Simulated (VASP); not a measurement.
# TiTe2 (P-3m1) in VASP: a series of runs

TiTe2 is run at these levels: PBE; tasks: electric field gradients, single point.

Everything below comes from runs of VASP 6.6.1. Logs are shortened: lines on timing, memory, paths and dates and some standing lists are left out, and cuts for length are marked.

## Step 1: The cell of the first run

The structure is trigonal, space group P-3m1 (No. 164). The conventional cell has a = 3.777 Å, b = 3.777 Å, c = 6.498 Å, α = 90.00°, β = 90.00°, γ = 120.00°. Ti (site symmetry -3m) has 6 Te at 2.77 Å and 6 Ti at 3.78 Å within 3.8 Å. Within 3.8 Å of Te (site symmetry 3m) lie 3 Ti at 2.77 Å and 9 Te at 3.78 Å.

## Step 2: Electric field gradients, PBE

The input, INCAR:

```
ALGO = Normal
EDIFF = 1E-8
ENCUT = 520
GGA = PE
ISIF = 2
ISMEAR = -1
LASPH = True
LCHARG = False
LEFG = True
LREAL = False
LWAVE = False
NBANDS = 19
NELM = 60
PREC = Accurate
SIGMA = 0.08
```

The input, KPOINTS:

```
k-points
0
Gamma
  10 10 5
```

The input, POSCAR:

```
TiTe2
1.0
    3.7770008876      0.0000000000      0.0000000000
   -1.8885004438      3.2709787188      0.0000000000
    0.0000000000      0.0000000000      6.4980000000
Ti Te
1 2
Direct
    0.0000000000      0.0000000000      0.0000000000
    0.6666666667      0.3333333333      0.2628000000
    0.3333333333      0.6666666667      0.7372000000
```

Potentials or basis: VASP PAW PBE potentials, release 64 (Ti_sv, Te).

On the command line:

```
> cat potpaw_PBE.64/Ti_sv/POTCAR potpaw_PBE.64/Te/POTCAR > POTCAR
> mpirun -np 1 vasp_std > vasp.out
```

OUTCAR:

```text
EDIFF = 1E-8
   ENCUT = 520
   GGA = PE
   ISIF = 2
   ISMEAR = -1
   LASPH = True
   LREAL = False
   NELM = 60
   PREC = Accurate

 ion  position               nearest neighbor table
   1  0.000  0.000  0.000-   2 2.77   3 2.77   2 2.77   3 2.77   2 2.77   3 2.77
   2  0.667  0.333  0.263-   1 2.77   1 2.77   1 2.77
   3  0.333  0.667  0.737-   1 2.77   1 2.77   1 2.77

  LATTYP: Found a hexagonal cell.
 ALAT       =     3.7770008876
 C/A-ratio  =     1.7204126219

  Lattice vectors:

 A1 = (   3.7770008876,   0.0000000000,   0.0000000000)
 A2 = (  -1.8885004438,   3.2709787188,   0.0000000000)
 A3 = (   0.0000000000,   0.0000000000,   6.4980000000)

Analysis of symmetry for initial positions (statically):
=====================================================================
 Subroutine PRICEL returns:
 Original cell was already a primitive cell.

 Routine SETGRP: Setting up the symmetry group for a
 hexagonal supercell.

 Subroutine GETGRP returns: Found 12 space group operations
 (whereof 12 operations were pure point group operations)
 out of a pool of 24 trial point group operations.

The static configuration has the point symmetry D_3d.

Analysis of symmetry for dynamics (positions and initial velocities):
=====================================================================
 Subroutine PRICEL returns:
 Original cell was already a primitive cell.

 Routine SETGRP: Setting up the symmetry group for a
 hexagonal supercell.

 Subroutine GETGRP returns: Found 12 space group operations
 (whereof 12 operations were pure point group operations)
 out of a pool of 24 trial point group operations.

The dynamic configuration has the point symmetry D_3d.

 Subroutine INISYM returns: Found 12 space group operations
 (whereof 12 operations are pure point group operations),
 and found     1 'primitive' translations

----------------------------------------------------------------------------------------

                                     Primitive cell

  volume of cell :      80.2795

  direct lattice vectors                    reciprocal lattice vectors
     3.777000888  0.000000000  0.000000000     0.264760330  0.152859448  0.000000000
    -1.888500444  3.270978719  0.000000000     0.000000000  0.305718895  0.000000000
     0.000000000  0.000000000  6.498000000     0.000000000  0.000000000  0.153893506

  length of vectors
     3.777000888  3.777000888  6.498000000     0.305718895  0.305718895  0.153893506

  position of ions in fractional coordinates (direct lattice)
     0.000000000  0.000000000  0.000000000
     0.666666667  0.333333333  0.262800000
     0.333333333  0.666666667  0.737200000

  ion indices of the primitive-cell ions
   primitive index   ion index
                 1           1
                 2           2
                 3           3

----------------------------------------------------------------------------------------

 KPOINTS: k-points

Automatic generation of k-mesh.
 Grid dimensions read from file:
 generate k-points for:   10   10    5

 Generating k-lattice:

  Cartesian coordinates                     Fractional coordinates (reciprocal lattice)
     0.026476033  0.015285945  0.000000000     0.100000000  0.000000000  0.000000000
     0.000000000  0.030571890  0.000000000     0.000000000  0.100000000  0.000000000
     0.000000000  0.000000000  0.030778701     0.000000000  0.000000000  0.200000000

  Length of vectors
     0.030571890  0.030571890  0.030778701

  Shift w.r.t. Gamma in fractional coordinates (k-lattice)
     0.000000000  0.000000000  0.000000000

 Subroutine IBZKPT returns following result:
 ===========================================

 Found     58 irreducible k-points:

 Following reciprocal coordinates:
            Coordinates               Weight
  0.000000  0.000000  0.000000      1.000000
  0.100000  0.000000  0.000000      6.000000
  0.200000  0.000000  0.000000      6.000000
  0.300000  0.000000  0.000000      6.000000
  0.400000  0.000000  0.000000      6.000000
  0.500000  0.000000  0.000000      3.000000
[... 16 lines left out ...]
  0.000000  0.400000  0.200000      6.000000
  0.500000  0.000000  0.200000      6.000000
 [... further k-points ...]
   k-points           NKPTS =     58   k-points in BZ     NKDIM =     58   number of bands    NBANDS=     19
   number of dos      NEDOS =    301   number of ions     NIONS =      3
   total plane-waves  NPLWV =  37632
   dimension x,y,z NGX =    28 NGY =   28 NGZ =   48
   dimension x,y,z NGXF=    56 NGYF=   56 NGZF=   96
   ions per type =               1   2
   NGX,Y,Z   is equivalent  to a cutoff of  12.32, 12.32, 12.28 a.u.
   NGXF,Y,Z  is equivalent  to a cutoff of  24.65, 24.65, 24.56 a.u.
 SYSTEM =  unknown system
   PREC   = accura    normal or accurate (medium, high low for compatibility)
   ISTART =      0    job   : 0-new  1-cont  2-samecut
   ICHARG =      2    charge: 1-file 2-atom 10-const
   ISPIN  =      1    spin polarized calculation?
   LNONCOLLINEAR =      F non collinear calculations
   LSORBIT =      F    spin-orbit coupling
   LASPH  =      T    aspherical Exc in radial PAW
   ENCUT  =  520.0 eV  38.22 Ry    6.18 a.u.   7.02  7.02 12.08*2*pi/ulx,y,z
   NELM   =     60;   NELMIN=  2; NELMDL= -5     # of ELM steps
   EDIFF  = 0.1E-07   stopping-criterion for ELM
   LREAL  =      F    real-space projection
   EDIFFG = 0.1E-06   stopping-criterion for IOM
   NSW    =      0    number of steps for IOM
   IBRION =     -1    ionic relax: 0-MD 1-quasi-New 2-CG
   NFREE  =      0    steps in history (QN), initial steepest desc. (CG)
   ISIF   =      2    stress and relaxation
   ISYM   =      2    0-nonsym 1-usesym 2-fastsym
   POTIM  = 0.5000    time-step for ionic-motion
   TEBEG  =    0.0;   TEEND  =   0.0 temperature during run
   PSTRESS=    0.0 pullay stress
   NELECT =      24.0000    total number of electrons
   NUPDOWN=      -1.0000    fix difference up-down
   EMIN   =  10.00;   EMAX   =-10.00  energy-range for DOS
   EFERMI =   0.00;   METHOD = LEGACY
   ISMEAR =    -1;   SIGMA  =   0.08  broadening in eV -4-tet -1-fermi 0-gaus
   EFERMI_NEDOS =   21; number of points for ismear=-14 and -15
   IALGO  =     38    algorithm
   IMIX   =      4    mixing-type and parameters
     AMIX     =   0.40;   BMIX     =  1.00
     AMIX_MAG =   1.60;   BMIX_MAG =  1.00
  volume/ion in A,a.u.               =      26.76       180.58
  Fermi-wavevector in a.u.,A,eV,Ry     =   1.094655  2.068597 16.303433  1.198269
  Thomas-Fermi vector in A             =   2.230963
   LORBIT       =      0    0 simple, 1 ext, 2 COOP (PROOUT), +10 PAW based schemes
   GGA     = PE    functional components
   LHFCALC =     F    Hartree Fock is set to
   AEXX    =    0.0000 exact exchange contribution
   IVDW    =     0    specifies the selected vdW correction
   LEPSILON=     F    determine dielectric tensor
   LRPA    =     F    only Hartree local field effects (RPA)
 non-spin polarized calculation
  energy-cutoff  :      520.00
  volume of cell :       80.28
 maximum number of plane-waves:      2175
   NGX = 13   NGY = 13   NGZ = 25

 number of electron      23.9999998 magnetization

 Free energy of the ion-electron system (eV)
  ---------------------------------------------------
  ext. energy  EPLUGINS =         0.00000000
  ---------------------------------------------------
  free energy    TOTEN  =       -16.22167376 eV

  energy without entropy =      -16.19377805  energy(sigma->0) =      -16.20772591

 E-fermi :   6.8268     XC(G=0):  -9.8603

 val. band max:        6.8059804435   @ k =   0.5000   0.0000   0.2000
 cond. band min:       6.8375968442   @ k =   0.1000   0.0000   0.4000
 fundamental gap:      0.0316164006
 Fermi energy:         6.8267625797

 k-point     1 :       0.0000    0.0000    0.0000
  band No.  band energies     occupation
      1     -50.6574      2.00000
      2     -26.9166      2.00000
      3     -26.9166      2.00000
      4     -26.8726      2.00000
      5      -5.5836      2.00000
      6      -4.0809      2.00000
[... 11 lines left out ...]
     18      11.9225      0.00000
     19      12.7561      0.00000
[... 485 lines left out ...]
 k-point    24 :       0.5000    0.0000    0.2000
  band No.  band energies     occupation
      1     -50.6545      2.00000
      2     -26.9583      2.00000
      3     -26.9262      2.00000
      4     -26.8630      2.00000
      5      -3.8318      2.00000
      6      -3.6134      2.00000
[... 11 lines left out ...]
     18      11.4355      0.00000
     19      12.1741      0.00000

 [... further k-points ...]

------------------------ aborting loop because EDIFF is reached ----------------------------------------

  FORCE on cell =-STRESS in cart. coord.  units (eV):
  Direction    XX          YY          ZZ          XY          YZ          ZX
  --------------------------------------------------------------------------------------
  -------------------------------------------------------------------------------------
  Total        0.3067623      0.3067623      0.7560644      0.0000000      0.0000000      0.0000000
  in kB        6.1222076      6.1222076     15.0891537      0.0000000      0.0000000      0.0000000
  external PRESSURE =       9.1111896 kB  Pullay stress =       0.0000000 kB

 VOLUME and BASIS-vectors are now :
 -----------------------------------------------------------------------------
  energy-cutoff  :      520.00
  volume of cell :       80.28
      direct lattice vectors                 reciprocal lattice vectors
     3.777000888  0.000000000  0.000000000     0.264760330  0.152859448  0.000000000
    -1.888500444  3.270978719  0.000000000     0.000000000  0.305718895  0.000000000
     0.000000000  0.000000000  6.498000000     0.000000000  0.000000000  0.153893506

 POSITION                                       TOTAL-FORCE (eV/Angst)
 -----------------------------------------------------------------------------------
      0.00000      0.00000      0.00000         0.000000      0.000000      0.000000
      1.88850      1.09033      1.70767        -0.000000      0.000000      0.037087
     -0.00000      2.18065      4.79033         0.000000      0.000000     -0.037087
 -----------------------------------------------------------------------------------
    total drift:                                0.000000     -0.000000      0.000000

  FREE ENERGIE OF THE ION-ELECTRON SYSTEM (eV)
  ---------------------------------------------------
  free  energy   TOTEN  =       -16.2216737613 eV

  energy  without entropy=      -16.1937780527  energy(sigma->0) =      -16.20772591

 Electric field gradients (V/A^2)
---------------------------------------------------------------------
 ion       V_xx      V_yy      V_zz      V_xy      V_xz      V_yz
---------------------------------------------------------------------
   1      13.460    13.462   -26.922     0.002     0.000    -0.000
   2      28.488    28.488   -56.976    -0.000     0.000    -0.000
   3      28.488    28.488   -56.976    -0.000     0.000    -0.000
---------------------------------------------------------------------

 Electric field gradients after diagonalization (V/A^2)
 (convention: |V_zz| > |V_xx| > |V_yy|)
----------------------------------------------------------------------
 ion       V_xx      V_yy      V_zz     asymmetry (V_yy - V_xx)/ V_zz
----------------------------------------------------------------------
   1      13.463    13.459   -26.922       0.000
   2      28.488    28.488   -56.976       0.000
   3      28.488    28.488   -56.976       0.000
----------------------------------------------------------------------

           NMR quadrupolar parameters

 Cq : quadrupolar parameter    Cq=e*Q*V_zz/h
 eta: asymmetry parameters     (V_yy - V_xx)/ V_zz
 Q  : nuclear electric quadrupole moment in mb (millibarn)
----------------------------------------------------------------------
 ion       Cq(MHz)       eta       Q (mb)
----------------------------------------------------------------------
   1      -0.065       0.000       1.000
   2      -0.138       0.000       1.000
   3      -0.138       0.000       1.000
----------------------------------------------------------------------
```

Wall time 61 s (1 thread of AMD EPYC 9R45 (Zen 5), shared host); peak memory 0.21 GiB.

What came out:

* Free energy: -16.2217 eV
* Pressure: 0.9 GPa
* Largest force: 0.037 eV/Å
* Band gap on the k mesh: zero (bands 12 and 13 overlap by 0.60 eV)
* Largest electric field gradient by atom: Ti -26.9; Te -57.0 V/Å²

Forces in eV/Å, atoms in the order of the input:
```
Ti   0.000  0.000  0.000
Te   0.000  0.000  0.037
Te   0.000  0.000 -0.037
```

Stress tensor (GPa, compression positive):
```
0.61 0.00 0.00
0.00 0.61 0.00
0.00 0.00 1.51
```

Electric field gradients, principal values (V/Å²):
```csv
atom,least,middle,greatest (by size)
1 Ti,13.459,13.463,-26.922
2 Te,28.488,28.488,-56.976
3 Te,28.488,28.488,-56.976
```

Caveat: without QUAD_EFG the Cq values of the log hold for a quadrupole moment of 1 mb, not for the nuclei; spin-orbit coupling is left out, which moves the levels of the heavy elements; this functional lacks dispersion, which binds the layers, so the pressure and a relaxed spacing across them are unreliable.

## Step 3: Electric field gradients, PBE

The input, INCAR:

```
SYSTEM = TiTe2
ALGO = Normal
EDIFF = 1E-8
ENCUT = 520
GGA = PE
ISIF = 2
ISMEAR = -1
LASPH = .True.
LCHARG = .False.
LEFG = .True.
LREAL = .False.
LWAVE = .False.
NBANDS = 19
NELM = 60
PREC = Accurate
SIGMA = 0.08
```

The input, KPOINTS:

```
k-points
0
Gamma
  10 10 5
  0 0 0
```

POSCAR is that of step 2.

Potentials or basis: VASP PAW PBE potentials, release 64 (Ti_sv, Te).

On the command line:

```
> cat potpaw_PBE.64/Ti_sv/POTCAR potpaw_PBE.64/Te/POTCAR > POTCAR
> mpirun -np 1 vasp_std > vasp.out
```

OUTCAR:

```text
SYSTEM = TiTe2
   EDIFF = 1E-8
   ENCUT = 520
   GGA = PE
   ISIF = 2
   ISMEAR = -1
   LASPH = .True.
   LREAL = .False.
   NELM = 60
   PREC = Accurate

 ion  position               nearest neighbor table
   1  0.000  0.000  0.000-   2 2.77   3 2.77   2 2.77   3 2.77   2 2.77   3 2.77
   2  0.667  0.333  0.263-   1 2.77   1 2.77   1 2.77
   3  0.333  0.667  0.737-   1 2.77   1 2.77   1 2.77

  LATTYP: Found a hexagonal cell.
 ALAT       =     3.7770008876
 C/A-ratio  =     1.7204126219

  Lattice vectors:

 A1 = (   3.7770008876,   0.0000000000,   0.0000000000)
 A2 = (  -1.8885004438,   3.2709787188,   0.0000000000)
 A3 = (   0.0000000000,   0.0000000000,   6.4980000000)

Analysis of symmetry for initial positions (statically):
=====================================================================
 Subroutine PRICEL returns:
 Original cell was already a primitive cell.

[... 724 lines left out ...]
     0.000000000  0.000000000  6.498000000     0.000000000  0.000000000  0.153893506

 POSITION                                       TOTAL-FORCE (eV/Angst)
 -----------------------------------------------------------------------------------
      0.00000      0.00000      0.00000         0.000000      0.000000      0.000000
      1.88850      1.09033      1.70767        -0.000000      0.000000      0.037087
     -0.00000      2.18065      4.79033         0.000000      0.000000     -0.037087
 -----------------------------------------------------------------------------------
    total drift:                                0.000000     -0.000000      0.000000

  FREE ENERGIE OF THE ION-ELECTRON SYSTEM (eV)
  ---------------------------------------------------
  free  energy   TOTEN  =       -16.2216737613 eV

  energy  without entropy=      -16.1937780527  energy(sigma->0) =      -16.20772591

 Electric field gradients (V/A^2)
---------------------------------------------------------------------
 ion       V_xx      V_yy      V_zz      V_xy      V_xz      V_yz
---------------------------------------------------------------------
   1      13.460    13.462   -26.922     0.002     0.000    -0.000
   2      28.488    28.488   -56.976    -0.000     0.000    -0.000
   3      28.488    28.488   -56.976    -0.000     0.000    -0.000
---------------------------------------------------------------------

 Electric field gradients after diagonalization (V/A^2)
 (convention: |V_zz| > |V_xx| > |V_yy|)
----------------------------------------------------------------------
 ion       V_xx      V_yy      V_zz     asymmetry (V_yy - V_xx)/ V_zz
----------------------------------------------------------------------
   1      13.463    13.459   -26.922       0.000
   2      28.488    28.488   -56.976       0.000
   3      28.488    28.488   -56.976       0.000
----------------------------------------------------------------------

           NMR quadrupolar parameters

 Cq : quadrupolar parameter    Cq=e*Q*V_zz/h
 eta: asymmetry parameters     (V_yy - V_xx)/ V_zz
 Q  : nuclear electric quadrupole moment in mb (millibarn)
----------------------------------------------------------------------
 ion       Cq(MHz)       eta       Q (mb)
----------------------------------------------------------------------
   1      -0.065       0.000       1.000
   2      -0.138       0.000       1.000
   3      -0.138       0.000       1.000
----------------------------------------------------------------------
```

It took 58 s on 1 thread of AMD EPYC 9R45 (Zen 5), shared host; peak memory 0.21 GiB.

Results:

| Quantity | Value |
| --- | --- |
| Free energy | -16.2217 eV |
| Pressure | 0.9 GPa |
| Largest force | 0.037 eV/Å |
| Band gap on the k mesh | zero (bands 12 and 13 overlap by 0.60 eV) |
| Largest electric field gradient by atom | Ti -26.9; Te -57.0 V/Å² |

Forces in eV/Å, atoms in the order of the input:
```
Ti   0.000  0.000  0.000
Te   0.000  0.000  0.037
Te   0.000  0.000 -0.037
```

Stress tensor (GPa, compression positive):
```
0.61 0.00 0.00
0.00 0.61 0.00
0.00 0.00 1.51
```

Electric field gradients, principal values (V/Å²):
| atom | least | middle | greatest (by size) |
| --- | --- | --- | --- |
| 1 Ti | 13.459 | 13.463 | -26.922 |
| 2 Te | 28.488 | 28.488 | -56.976 |
| 3 Te | 28.488 | 28.488 | -56.976 |

Caveat: without QUAD_EFG the Cq values of the log hold for a quadrupole moment of 1 mb, not for the nuclei; spin-orbit coupling is left out, which moves the levels of the heavy elements; this functional lacks dispersion, which binds the layers, so the pressure and a relaxed spacing across them are unreliable.

## Step 4: Single point, PBE

POSCAR is that of step 3.

The input, INCAR.step1:

```
SYSTEM = TiTe2
PREC = Accurate
ENCUT = 520
EDIFF = 1E-6
ISMEAR = -1
SIGMA = 0.08
LREAL = .False.
LASPH = .True.
NELM = 80
ALGO = Normal
ISIF = 2
LWAVE = .False.
LCHARG = .True.
LMAXMIX = 4
GGA = PE
NBANDS = 19
```

The input, KPOINTS.step1:

```
regular mesh
0
Gamma
  10 10 5
  0 0 0
```

The input, INCAR.step2:

```
SYSTEM = TiTe2
PREC = Accurate
ENCUT = 520
EDIFF = 1E-6
ISMEAR = -5
SIGMA = 0.08
LREAL = .False.
LASPH = .True.
NELM = 80
ALGO = Normal
ISIF = 2
LWAVE = .False.
LCHARG = .False.
LMAXMIX = 4
GGA = PE
LORBIT = 11
NEDOS = 2001
ICHARG = 11
```

The input, KPOINTS.step2:

```
regular mesh
0
Gamma
  15 15 8
  0 0 0
```

On the command line:

```
> cat potpaw_PBE.64/Ti_sv/POTCAR potpaw_PBE.64/Te/POTCAR > POTCAR
> cp INCAR.step1 INCAR
> cp KPOINTS.step1 KPOINTS
> mpirun -np 1 vasp_std > vasp.out
> cp INCAR.step2 INCAR
> cp KPOINTS.step2 KPOINTS
> mpirun -np 1 vasp_std > vasp.out
```

It took 2 min on 1 thread of AMD EPYC 9R45 (Zen 5), shared host; peak memory 0.35 GiB.

It converged, with:

```
Valence electrons inside the program's atomic spheres : Ti 10.15; Te 3.42
```

Levels at points of the mesh, in eV from the Fermi level:
| k point | band 9 | band 10 | band 11 | band 12 | band 13 | band 14 | band 15 | band 16 |
| --- | --- | --- | --- | --- | --- | --- | --- | --- |
| (0.00, 0.00, 0.00) | -1.73 | 0.30 | 0.35 | 0.35 | 0.53 | 1.02 | 1.02 | 3.01 |
| (0.00, 0.00, 0.50) | -1.66 | -1.66 | 0.34 | 0.34 | 0.70 | 0.70 | 0.98 | 3.44 |

Caveat: spin-orbit coupling is left out, which moves the levels of the heavy elements; this functional lacks dispersion, which binds the layers, so the pressure and a relaxed spacing across them are unreliable; tetrahedron occupations give inexact forces and stress in metals.
